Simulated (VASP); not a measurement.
BN, 2 atoms in the cell. The structure is tetragonal, space group I-4m2 (No. 119). Conventional cell: a = 2.358 Å, b = 2.358 Å, c = 3.915 Å, α = 90.00°, β = 90.00°, γ = 90.00°. B (site symmetry -4m2) has 4 N at 1.53 Å within 2.0 Å. N (site symmetry -4m2) has 4 B at 1.53 Å within 2.0 Å.  This cell differs from its parent crystal: strain -0.080 along x and y, +0.080 along z.

```yaml
Program: VASP 6.6.1
Task: single point
Functional: PBE
Potentials_or_basis: VASP PAW PBE potentials, release 64 (B, N)
Cutoff: 600 eV
k_mesh: 12 × 12 × 12
Occupations: gaussian, width 0.05 eV
Spin: no spin polarisation
Dipole_correction: no
Further_INCAR_settings: ALGO = Normal; EDIFF = 1e-06; NBANDS = 11
```

Potentials or basis: VASP PAW PBE potentials, release 64 (B, N).

Run with:

```console
$ cat potpaw_PBE.64/B/POTCAR potpaw_PBE.64/N/POTCAR > POTCAR
$ mpirun -np 1 vasp_std > vasp.out
```

Hardware: 1 thread of Intel(R) Xeon(R) Platinum 8488C (Sapphire Rapids) (shared host).

**Question.** How long does it take, and how much memory?

**Answer.** Run time: 11 s on 1 thread of Intel(R) Xeon(R) Platinum 8488C (Sapphire Rapids), with other jobs on the host, peak memory 0.14 GiB. Counts: scf iterations 12, k points 163.
